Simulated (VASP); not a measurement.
# Ga2O3 (C2/m) in VASP: single point with PBE

Aim: the single point of Ga2O3 with PBE.

Program: VASP 6.6.1. These are calculated values, not measurements. Logs are shortened: lines on timing, memory, paths and dates and some standing lists are left out, and cuts for length are marked.

## 1. The cell of the first run

The structure is monoclinic, space group C2/m (No. 12). The conventional cell has a = 12.280 Å, b = 3.048 Å, c = 5.817 Å, α = 90.00°, β = 103.76°, γ = 90.00°. Within 2.6 Å of Ga (site symmetry m) lie 6 O at 1.94 to 2.08 Å. Ga (site symmetry m) has 4 O at 1.84 to 1.87 Å within 2.4 Å. O (site symmetry m) has 3 Ga at 1.84 to 1.94 Å within 2.4 Å. O (site symmetry m) has 4 Ga at 1.87 to 2.08 Å within 2.5 Å. O (site symmetry m) has 3 Ga at 1.84 to 1.95 Å within 2.4 Å.

## 2. Single point, PBE

INCAR reads:

```
  PREC = Accurate
  ENCUT = 520
  EDIFF = 1E-6
  ISMEAR = 0
  SIGMA = 0.1
  LREAL = False
  LASPH = True
  NELM = 100
  ALGO = Normal
  ISIF = 2
  LWAVE = False
  LCHARG = False
  GGA = PE
  NBANDS = 55
```

KPOINTS reads:

```
regular mesh
0
Gamma
  6 6 4
```

POSCAR reads:

```
Ga2O3
1.0
    6.1402367086     -1.5237836756      0.0000000000
    6.1402367086      1.5237836756      0.0000000000
   -1.3841308865      0.0000000000      5.6503488592
Ga O
4 6
Direct
    0.3411617000      0.3411617000      0.6852696600
    0.6588383000      0.6588383000      0.3147303400
    0.9095256000      0.9095256000      0.2052140000
    0.0904744000      0.0904744000      0.7947860000
    0.5035308700      0.5035308700      0.7433359100
    0.4964691300      0.4964691300      0.2566640900
    0.8266289400      0.8266289400      0.4367698400
    0.1733710600      0.1733710600      0.5632301600
    0.1645049800      0.1645049800      0.1091540800
    0.8354950200      0.8354950200      0.8908459200
```

Potentials or basis: VASP PAW PBE potentials, release 64 (Ga_d, O).

Started as:

```console
$ cat potpaw_PBE.64/Ga_d/POTCAR potpaw_PBE.64/O/POTCAR > POTCAR
$ mpirun -np 1 vasp_std > vasp.out
```

OUTCAR:

```text
PREC = Accurate
   ENCUT = 520
   EDIFF = 1E-6
   ISMEAR = 0
   LREAL = False
   LASPH = True
   NELM = 100
   ISIF = 2
   GGA = PE

 ion  position               nearest neighbor table
   1  0.341  0.341  0.685-   5 1.94  10 1.95  10 1.95   8 2.01   7 2.08   7 2.08
   2  0.659  0.659  0.315-   6 1.94   9 1.95   9 1.95   7 2.01   8 2.08   8 2.08
   3  0.910  0.910  0.205-  10 1.84   6 1.84   6 1.84   7 1.87
   4  0.090  0.090  0.795-   9 1.84   5 1.84   5 1.84   8 1.87
   5  0.504  0.504  0.743-   4 1.84   4 1.84   1 1.94
   6  0.496  0.496  0.257-   3 1.84   3 1.84   2 1.94
   7  0.827  0.827  0.437-   3 1.87   2 2.01   1 2.08   1 2.08
   8  0.173  0.173  0.563-   4 1.87   1 2.01   2 2.08   2 2.08
   9  0.165  0.165  0.109-   4 1.84   2 1.95   2 1.95
  10  0.835  0.835  0.891-   3 1.84   1 1.95   1 1.95

  LATTYP: Found a base centered monoclinic cell.
 ALAT       =    12.2804734172
 B/A-ratio  =     0.2481636699
 C/A-ratio  =     0.4737122036
 COS(beta)  =    -0.2379290539

  Lattice vectors:

 A1 = (   6.1402367086,  -1.5237836756,   0.0000000000)
 A2 = (   6.1402367086,   1.5237836756,   0.0000000000)
 A3 = (  -1.3841308865,   0.0000000000,   5.6503488592)

Analysis of symmetry for initial positions (statically):
=====================================================================
 Subroutine PRICEL returns:
 Original cell was already a primitive cell.

 Routine SETGRP: Setting up the symmetry group for a
 base centered monoclinic supercell.

 Subroutine GETGRP returns: Found  4 space group operations
 (whereof  4 operations were pure point group operations)
 out of a pool of  4 trial point group operations.

The static configuration has the point symmetry C_2h.

Analysis of symmetry for dynamics (positions and initial velocities):
=====================================================================
 Subroutine PRICEL returns:
 Original cell was already a primitive cell.

 Routine SETGRP: Setting up the symmetry group for a
 base centered monoclinic supercell.

 Subroutine GETGRP returns: Found  4 space group operations
 (whereof  4 operations were pure point group operations)
 out of a pool of  4 trial point group operations.

The dynamic configuration has the point symmetry C_2h.

 Subroutine INISYM returns: Found  4 space group operations
 (whereof  4 operations are pure point group operations),
 and found     1 'primitive' translations

----------------------------------------------------------------------------------------

                                     Primitive cell

  volume of cell :     105.7338

  direct lattice vectors                    reciprocal lattice vectors
     6.140236709 -1.523783676  0.000000000     0.081430085 -0.328130566  0.019947423
     6.140236709  1.523783676  0.000000000     0.081430085  0.328130566  0.019947423
    -1.384130886  0.000000000  5.650348859     0.000000000  0.000000000  0.176980223

  length of vectors
     6.326485875  6.326485875  5.817410123     0.338671562  0.338671562  0.176980223

  position of ions in fractional coordinates (direct lattice)
     0.341161700  0.341161700  0.685269660
     0.658838300  0.658838300  0.314730340
     0.909525600  0.909525600  0.205214000
     0.090474400  0.090474400  0.794786000
     0.503530870  0.503530870  0.743335910
     0.496469130  0.496469130  0.256664090
     0.826628940  0.826628940  0.436769840
     0.173371060  0.173371060  0.563230160
     0.164504980  0.164504980  0.109154080
     0.835495020  0.835495020  0.890845920

  ion indices of the primitive-cell ions
   primitive index   ion index
                 1           1
                 2           2
                 3           3
                 4           4
                 5           5
                 6           6
                 7           7
                 8           8
                 9           9
                10          10

----------------------------------------------------------------------------------------

 KPOINTS: regular mesh

Automatic generation of k-mesh.
 Grid dimensions read from file:
 generate k-points for:    6    6    4

 Generating k-lattice:

  Cartesian coordinates                     Fractional coordinates (reciprocal lattice)
     0.013571681 -0.054688428  0.003324570     0.166666667 -0.000000000  0.000000000
     0.013571681  0.054688428  0.003324570    -0.000000000  0.166666667  0.000000000
     0.000000000  0.000000000  0.044245056     0.000000000  0.000000000  0.250000000

  Length of vectors
     0.056445260  0.056445260  0.044245056

  Shift w.r.t. Gamma in fractional coordinates (k-lattice)
     0.000000000  0.000000000  0.000000000

 Subroutine IBZKPT returns following result:
 ===========================================

 Found     47 irreducible k-points:

 Following reciprocal coordinates:
            Coordinates               Weight
  0.000000  0.000000  0.000000      1.000000
  0.166667  0.000000  0.000000      4.000000
  0.333333  0.000000 -0.000000      4.000000
  0.500000  0.000000  0.000000      2.000000
  0.166667  0.166667  0.000000      2.000000
  0.333333  0.166667  0.000000      4.000000
[... 16 lines left out ...]
 -0.333333  0.166667  0.250000      4.000000
 -0.166667  0.166667  0.250000      4.000000
 [... further k-points ...]
   k-points           NKPTS =     47   k-points in BZ     NKDIM =     47   number of bands    NBANDS=     55
   number of dos      NEDOS =    301   number of ions     NIONS =     10
   total plane-waves  NPLWV = 110592
   dimension x,y,z NGX =    48 NGY =   48 NGZ =   48
   dimension x,y,z NGXF=    96 NGYF=   96 NGZF=   96
   ions per type =               4   6
   NGX,Y,Z   is equivalent  to a cutoff of  12.61, 12.61, 13.72 a.u.
   NGXF,Y,Z  is equivalent  to a cutoff of  25.23, 25.23, 27.43 a.u.
 SYSTEM =  unknown system
   PREC   = accura    normal or accurate (medium, high low for compatibility)
   ISTART =      0    job   : 0-new  1-cont  2-samecut
   ICHARG =      2    charge: 1-file 2-atom 10-const
   ISPIN  =      1    spin polarized calculation?
   LNONCOLLINEAR =      F non collinear calculations
   LSORBIT =      F    spin-orbit coupling
   LASPH  =      T    aspherical Exc in radial PAW
   ENCUT  =  520.0 eV  38.22 Ry    6.18 a.u.  11.76 11.76 10.82*2*pi/ulx,y,z
   NELM   =    100;   NELMIN=  2; NELMDL= -5     # of ELM steps
   EDIFF  = 0.1E-05   stopping-criterion for ELM
   LREAL  =      F    real-space projection
   EDIFFG = 0.1E-04   stopping-criterion for IOM
   NSW    =      0    number of steps for IOM
   IBRION =     -1    ionic relax: 0-MD 1-quasi-New 2-CG
   NFREE  =      0    steps in history (QN), initial steepest desc. (CG)
   ISIF   =      2    stress and relaxation
   ISYM   =      2    0-nonsym 1-usesym 2-fastsym
   POTIM  = 0.5000    time-step for ionic-motion
   TEBEG  =    0.0;   TEEND  =   0.0 temperature during run
   PSTRESS=    0.0 pullay stress
   NELECT =      88.0000    total number of electrons
   NUPDOWN=      -1.0000    fix difference up-down
   EMIN   =  10.00;   EMAX   =-10.00  energy-range for DOS
   EFERMI =   0.00;   METHOD = LEGACY
   ISMEAR =     0;   SIGMA  =   0.10  broadening in eV -4-tet -1-fermi 0-gaus
   EFERMI_NEDOS =   21; number of points for ismear=-14 and -15
   IALGO  =     38    algorithm
   IMIX   =      4    mixing-type and parameters
     AMIX     =   0.40;   BMIX     =  1.00
     AMIX_MAG =   1.60;   BMIX_MAG =  1.00
  volume/ion in A,a.u.               =      10.57        71.35
  Fermi-wavevector in a.u.,A,eV,Ry     =   1.539919  2.910025 32.264175  2.371350
  Thomas-Fermi vector in A             =   2.646079
   LORBIT       =      0    0 simple, 1 ext, 2 COOP (PROOUT), +10 PAW based schemes
   GGA     = PE    functional components
   LHFCALC =     F    Hartree Fock is set to
   AEXX    =    0.0000 exact exchange contribution
   IVDW    =     0    specifies the selected vdW correction
   LEPSILON=     F    determine dielectric tensor
   LRPA    =     F    only Hartree local field effects (RPA)
 non-spin polarized calculation
 Gauss-broadening in eV      SIGMA  =   0.10
  energy-cutoff  :      520.00
  volume of cell :      105.73
 maximum number of plane-waves:      2873
   NGX = 23   NGY = 23   NGZ = 21

 number of electron      88.0000016 magnetization

 Free energy of the ion-electron system (eV)
  ---------------------------------------------------
  ext. energy  EPLUGINS =         0.00000000
  ---------------------------------------------------
  free energy    TOTEN  =       -59.57882192 eV

  energy without entropy =      -59.57882192  energy(sigma->0) =      -59.57882192

 E-fermi :   4.2794     XC(G=0): -11.5753

 val. band max:        3.7851565134   @ k =   0.5000   0.5000   0.5000
 cond. band min:       6.0814266710   @ k =   0.0000   0.0000   0.0000
 fundamental gap:      2.2962701577
 Fermi energy:         4.2793790901

 k-point     1 :       0.0000    0.0000    0.0000
  band No.  band energies     occupation
      1     -15.0957      2.00000
      2     -13.9241      2.00000
      3     -13.9105      2.00000
      4     -13.8107      2.00000
      5     -13.3408      2.00000
      6     -13.3208      2.00000
[... 47 lines left out ...]
     54      16.0596      0.00000
     55      16.4061      0.00000

 k-point     2 :       0.1667    0.0000    0.0000
  band No.  band energies     occupation
      1     -14.8875      2.00000
      2     -13.9082      2.00000
      3     -13.8460      2.00000
      4     -13.6863      2.00000
      5     -13.3431      2.00000
      6     -13.3210      2.00000
[... 47 lines left out ...]
     54      14.9073      0.00000
     55      14.9822      0.00000

 k-point     3 :       0.3333    0.0000   -0.0000
  band No.  band energies     occupation
      1     -14.3772      2.00000
      2     -13.8230      2.00000
      3     -13.7054      2.00000
      4     -13.5857      2.00000
      5     -13.3276      2.00000
      6     -13.3188      2.00000
[... 1152 lines left out ...]
 k-point    23 :      -0.3333    0.1667    0.2500
  band No.  band energies     occupation
      1     -13.9125      2.00000
      2     -13.7883      2.00000
      3     -13.7170      2.00000
      4     -13.6037      2.00000
      5     -13.3437      2.00000
      6     -13.3273      2.00000
[... 47 lines left out ...]
     54      15.4377      0.00000
     55      15.8910      0.00000

 k-point    24 :      -0.1667    0.1667    0.2500
  band No.  band energies     occupation
      1     -14.3414      2.00000
      2     -13.8133      2.00000
      3     -13.7166      2.00000
      4     -13.5880      2.00000
      5     -13.3775      2.00000
      6     -13.3089      2.00000
[... 47 lines left out ...]
     54      14.8235      0.00000
     55      15.5105      0.00000

 [... further k-points ...]
[... 5 lines left out ...]
  --------------------------------------------------------------------------------------
  -------------------------------------------------------------------------------------
  Total        4.7366837      5.0757337      4.7097661      0.0000000      0.0000000      0.0977620
  in kB       71.7746823     76.9122863     71.3668015      0.0000000      0.0000000      1.4813817
  external PRESSURE =      73.3512567 kB  Pullay stress =       0.0000000 kB

 VOLUME and BASIS-vectors are now :
 -----------------------------------------------------------------------------
  energy-cutoff  :      520.00
  volume of cell :      105.73
      direct lattice vectors                 reciprocal lattice vectors
     6.140236709 -1.523783676  0.000000000     0.081430085 -0.328130566  0.019947423
     6.140236709  1.523783676  0.000000000     0.081430085  0.328130566  0.019947423
    -1.384130886  0.000000000  5.650348859     0.000000000  0.000000000  0.176980223

 POSITION                                       TOTAL-FORCE (eV/Angst)
 -----------------------------------------------------------------------------------
      3.24112      0.00000      3.87201         0.040325      0.000000      0.055394
      7.65522      0.00000      1.77834        -0.040325      0.000000     -0.055394
     10.88536      0.00000      1.15953         0.017285      0.000000     -0.027599
      0.01098      0.00000      4.49082        -0.017285      0.000000      0.027599
      5.15472      0.00000      4.20011        -0.004596      0.000000     -0.027576
      5.74162      0.00000      1.45024         0.004596      0.000000      0.027576
      9.54685      0.00000      2.46790         0.026473      0.000000      0.012996
      1.34949      0.00000      3.18245        -0.026473      0.000000     -0.012996
      1.86912      0.00000      0.61676         0.171391      0.000000     -0.006503
      9.02723      0.00000      5.03359        -0.171391      0.000000      0.006503
 -----------------------------------------------------------------------------------
    total drift:                                0.000000      0.000000     -0.000000

  FREE ENERGIE OF THE ION-ELECTRON SYSTEM (eV)
  ---------------------------------------------------
  free  energy   TOTEN  =       -59.5788219178 eV

  energy  without entropy=      -59.5788219178  energy(sigma->0) =      -59.57882192
```

It took 4 min on 1 thread of Intel Xeon 6975P-C (Granite Rapids), shared host; peak memory 0.43 GiB.

What came out:

| Item | Value |
| --- | --- |
| Free energy | -59.5788 eV |
| Pressure | 7.3 GPa |
| Largest force | 0.172 eV/Å |
| Band gap on the k mesh | 2.30 eV, indirect (least direct gap 2.31 eV) |

Forces on the atoms (eV/Å):
```
Ga   0.040  0.000  0.055
Ga  -0.040  0.000 -0.055
Ga   0.017  0.000 -0.028
Ga  -0.017  0.000  0.028
O   -0.005  0.000 -0.028
O    0.005  0.000  0.028
O    0.026  0.000  0.013
O   -0.026  0.000 -0.013
O    0.171  0.000 -0.007
O   -0.171  0.000  0.007
```

Levels at points of the mesh, in eV from the valence-band top:
```csv
k point,band 42,band 43,band 44,band 45,band 46,band 47
"(0.00, 0.00, 0.00)",-0.48,-0.28,-0.02,2.30,5.61,6.65
"(0.50, 0.00, 0.00)",-0.71,-0.46,-0.11,5.57,6.41,7.12
"(0.50, 0.50, 0.00)",-0.67,-0.41,-0.15,4.46,4.71,5.80
"(0.00, 0.00, 0.50)",-0.64,-0.50,-0.29,4.67,4.81,6.63
"(0.50, 0.00, 0.50)",-1.02,-0.72,-0.63,6.80,6.85,7.73
"(0.50, 0.50, 0.50)",-0.61,-0.60,0.00,5.08,5.23,6.13
```

A k mesh can miss the band edges.
